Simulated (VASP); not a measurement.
# Mo3Se4 (R-3) in VASP: notebook, part 2 of 2

VASP 6.6.1. The steps go on from the part before.

## Step 3: Single point, PBEsol

This run uses another cell than the first one, of 21.06 Å³/atom.

INCAR

```
ALGO = Fast ; EDIFF = 1E-7
ENCUT = 520 ; GGA = PS
ISIF = 2 ; ISMEAR = 0
LASPH = True ; LCHARG = False
LREAL = False ; LWAVE = False
NBANDS = 79 ; NELM = 60
PREC = Accurate ; SIGMA = 0.1
```

KPOINTS

```
k-points
0
Gamma
  6 6 6
```

POSCAR

```
Mo3Se4
1.0
    4.7725000000      2.7554041597      3.7366666667
   -4.7725000000      2.7554041597      3.7366666667
    0.0000000000     -5.5108083194      3.7366666667
Mo Se
6 8
Direct
    0.2230000000      0.4129000000      0.5461000000
    0.5461000000      0.2230000000      0.4129000000
    0.4129000000      0.5461000000      0.2230000000
    0.7770000000      0.5871000000      0.4539000000
    0.4539000000      0.7770000000      0.5871000000
    0.5871000000      0.4539000000      0.7770000000
    0.3792000000      0.1274000000      0.7447000000
    0.7447000000      0.3792000000      0.1274000000
    0.1274000000      0.7447000000      0.3792000000
    0.6208000000      0.8726000000      0.2553000000
    0.2553000000      0.6208000000      0.8726000000
    0.8726000000      0.2553000000      0.6208000000
    0.2137000000      0.2137000000      0.2137000000
    0.7863000000      0.7863000000      0.7863000000
```

Potentials or basis: VASP PAW PBE potentials, release 64 (Mo_sv, Se).

The run is started by

```
$ cat potpaw_PBE.64/Mo_sv/POTCAR potpaw_PBE.64/Se/POTCAR > POTCAR
$ mpirun -np 1 vasp_std > vasp.out
```

OUTCAR:

```text
EDIFF = 1E-7
   ENCUT = 520
   GGA = PS
   ISIF = 2
   ISMEAR = 0
   LASPH = True
   LREAL = False
   NELM = 60
   PREC = Accurate

 ion  position               nearest neighbor table
   1  0.223  0.413  0.546-  11 2.55  13 2.55   7 2.57   9 2.59  12 2.60   3 2.68   2 2.68   5 2.84
                             6 2.84   4 3.27
   2  0.546  0.223  0.413-  12 2.55  13 2.55   8 2.57   7 2.59  10 2.60   3 2.68   1 2.68   4 2.84
                             6 2.84   5 3.27
   3  0.413  0.546  0.223-  10 2.55  13 2.55   9 2.57   8 2.59  11 2.60   1 2.68   2 2.68   5 2.84
                             4 2.84   6 3.27
   4  0.777  0.587  0.454-   8 2.55  14 2.55  10 2.57  12 2.59   9 2.60   6 2.68   5 2.68   2 2.84
                             3 2.84   1 3.27
   5  0.454  0.777  0.587-   9 2.55  14 2.55  11 2.57  10 2.59   7 2.60   6 2.68   4 2.68   1 2.84
                             3 2.84   2 3.27
   6  0.587  0.454  0.777-   7 2.55  14 2.55  12 2.57  11 2.59   8 2.60   4 2.68   5 2.68   2 2.84
                             1 2.84   3 3.27
   7  0.379  0.127  0.745-   6 2.55   1 2.57   2 2.59   5 2.60
   8  0.745  0.379  0.127-   4 2.55   2 2.57   3 2.59   6 2.60
   9  0.127  0.745  0.379-   5 2.55   3 2.57   1 2.59   4 2.60
  10  0.621  0.873  0.255-   3 2.55   4 2.57   5 2.59   2 2.60
  11  0.255  0.621  0.873-   1 2.55   5 2.57   6 2.59   3 2.60
  12  0.873  0.255  0.621-   2 2.55   6 2.57   4 2.59   1 2.60
  13  0.214  0.214  0.214-   3 2.55   1 2.55   2 2.55
  14  0.786  0.786  0.786-   6 2.55   4 2.55   5 2.55

  LATTYP: Found a trigonal (rhomboedric) cell.
 ALAT       =     6.6582044210
 COS(alpha) =    -0.0275610178

  Lattice vectors:

 A1 = (   4.7725000000,   2.7554041597,   3.7366666667)
 A2 = (  -4.7725000000,   2.7554041597,   3.7366666667)
 A3 = (   0.0000000000,  -5.5108083194,   3.7366666667)

Analysis of symmetry for initial positions (statically):
=====================================================================
 Subroutine PRICEL returns:
 Original cell was already a primitive cell.
[... 183 lines left out ...]
 NGX is ok and might be reduce to    50
   NGX = 25   NGY = 25   NGZ = 25

 number of electron     131.9999993 magnetization

 Free energy of the ion-electron system (eV)
  ---------------------------------------------------
  ext. energy  EPLUGINS =         0.00000000
  ---------------------------------------------------
  free energy    TOTEN  =      -109.13968227 eV

  energy without entropy =     -109.08242184  energy(sigma->0) =     -109.11105206

 E-fermi :   5.9048     XC(G=0): -10.6348

 val. band max:        5.8952030606   @ k =   0.3333   0.0000   0.0000
 cond. band min:       5.9173928621   @ k =   0.5000   0.5000   0.0000
 fundamental gap:      0.0221898016
 Fermi energy:         5.9047945413

 k-point     1 :       0.0000    0.0000    0.0000
  band No.  band energies     occupation
      1     -54.8168      2.00000
      2     -54.7343      2.00000
      3     -54.6869      2.00000
      4     -54.6869      2.00000
      5     -54.6559      2.00000
      6     -54.6559      2.00000
[... 1933 lines left out ...]
     77       8.6971      0.00000
     78       8.7555      0.00000

 [... further k-points ...]

 [bands above 78 left out]

------------------------ aborting loop because EDIFF is reached ----------------------------------------

  FORCE on cell =-STRESS in cart. coord.  units (eV):
  Direction    XX          YY          ZZ          XY          YZ          ZX
  --------------------------------------------------------------------------------------
  -------------------------------------------------------------------------------------
  Total       -3.1021061     -3.1021061     -4.1833711     -0.0000021     -0.0000000      0.0000000
  in kB      -16.8577800    -16.8577800    -22.7336995     -0.0000116     -0.0000000      0.0000000
  external PRESSURE =     -18.8164199 kB  Pullay stress =       0.0000000 kB

 VOLUME and BASIS-vectors are now :
 -----------------------------------------------------------------------------
  energy-cutoff  :      520.00
  volume of cell :      294.83
      direct lattice vectors                 reciprocal lattice vectors
     4.772500000  2.755404160  3.736666667     0.104766894  0.060487194  0.089206066
    -4.772500000  2.755404160  3.736666667    -0.104766894  0.060487194  0.089206066
     0.000000000 -5.510808319  3.736666667     0.000000000 -0.120974389  0.089206066

 POSITION                                       TOTAL-FORCE (eV/Angst)
 -----------------------------------------------------------------------------------
     -0.90630     -1.25729      4.41674        -0.026232      0.100746      0.123805
      1.54199     -0.15623      4.41674        -0.074133     -0.073090      0.123805
     -0.63570      1.41352      4.41674         0.100365     -0.027656      0.123805
      0.90630      1.25729      6.79326         0.026232     -0.100746     -0.123805
     -1.54199      0.15623      6.79326         0.074133      0.073090     -0.123805
      0.63570     -1.41352      6.79326        -0.100365      0.027656     -0.123805
      1.20172     -2.70801      4.67569         0.026099      0.129063      0.112455
      1.74435      2.39472      4.67569        -0.124821     -0.041929      0.112455
     -2.94606      0.31329      4.67569         0.098722     -0.087134      0.112455
     -1.20172      2.70801      6.53431        -0.026099     -0.129063     -0.112455
     -1.74435     -2.39472      6.53431         0.124821      0.041929     -0.112455
      2.94606     -0.31329      6.53431        -0.098722      0.087134     -0.112455
      0.00000      0.00000      2.39558         0.000000     -0.000000      0.239085
      0.00000      0.00000      8.81442         0.000000     -0.000000     -0.239085
 -----------------------------------------------------------------------------------
    total drift:                                0.000000     -0.000000      0.000000

  FREE ENERGIE OF THE ION-ELECTRON SYSTEM (eV)
  ---------------------------------------------------
  free  energy   TOTEN  =      -109.1396822707 eV

  energy  without entropy=     -109.0824218410  energy(sigma->0) =     -109.11105206
```

stdout:

```text
POSCAR found type information on POSCAR MoSe
 POSCAR found :  2 types and      14 ions
 scaLAPACK will be used
 -----------------------------------------------------------------------------
|                                                                             |
|                                                                             |
|     You enforced a specific xc type in the INCAR file but a different       |
|     I HOPE YOU KNOW WHAT YOU ARE DOING!                                     |
|                                                                             |
 -----------------------------------------------------------------------------

 LDA part: xc-table for (Slater+PW92), standard interpolation
 POSCAR, INCAR and KPOINTS ok, starting setup
 FFT: planning ... GRIDC
 FFT: planning ... GRID_SOFT
 FFT: planning ... GRID
 WAVECAR not read
 entering main loop
```

Wall time 49 min (1 thread of AMD EPYC 9755, shared host); peak memory 0.74 GiB.

Results:

```
Free energy            : -109.1397 eV
Pressure               : -1.9 GPa
Largest force          : 0.239 eV/Å
Band gap on the k mesh : zero (bands 66 and 67 overlap by 0.14 eV)
```

Forces in eV/Å, atoms in the order of the input:
```
Mo  -0.026  0.101  0.124
Mo  -0.074 -0.073  0.124
Mo   0.100 -0.028  0.124
Mo   0.026 -0.101 -0.124
Mo   0.074  0.073 -0.124
Mo  -0.100  0.028 -0.124
Se   0.026  0.129  0.112
Se  -0.125 -0.042  0.112
Se   0.099 -0.087  0.112
Se  -0.026 -0.129 -0.112
Se   0.125  0.042 -0.112
Se  -0.099  0.087 -0.112
Se   0.000  0.000  0.239
Se   0.000  0.000 -0.239
```

Caveat: the PAW data sets were made with another functional, which shifts forces and pressure a little.

The gap in the log of VASP goes by the Fermi energy; the results here count the filled bands.